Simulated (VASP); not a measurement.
BaZrO3, 5 atoms in the cell. Symmetry: Pm-3m, No. 221, cubic system. Conventional cell: a = 4.147 Å, b = 4.147 Å, c = 4.147 Å, α = 90.00°, β = 90.00°, γ = 90.00°. Within 3.9 Å of Ba (site symmetry m-3m) lie 12 O at 2.93 Å and 8 Zr at 3.59 Å. Zr (site symmetry m-3m) has 6 O at 2.07 Å within 2.7 Å. Within 2.7 Å of O (site symmetry 4/mmm) lie 2 Zr at 2.07 Å. 

```yaml
Program: VASP 6.6.1
Task: single point
Functional: LDA
Potentials_or_basis: VASP PAW LDA potentials, release 64 (Ba_sv, Zr_sv, O_h)
Cutoff: 910 eV
k_mesh: 6 × 6 × 6
Occupations: gaussian, width 0.05 eV
Spin: no spin polarisation
Dipole_correction: no
Second_run: hard_potentials
Further_INCAR_settings: ALGO = Normal; EDIFF = 1e-06; NBANDS = 28
```

Potentials or basis: VASP PAW LDA potentials, release 64 (Ba_sv, Zr_sv, O_h).

Run with:

```console
$ cat potpaw_LDA.64/Ba_sv/POTCAR potpaw_LDA.64/Zr_sv/POTCAR potpaw_LDA.64/O_h/POTCAR > POTCAR
$ mpirun -np 1 vasp_std > vasp.out
```

Hardware: 1 thread of Intel(R) Xeon(R) 6975P-C (Granite Rapids), on a shared host.

Problem. How long does it take, and how much memory?

Solution. Wall time 46 s on 1 thread of Intel(R) Xeon(R) 6975P-C (Granite Rapids) (shared host), peak memory 0.27 GiB. Counts: scf iterations 13, k points 20.
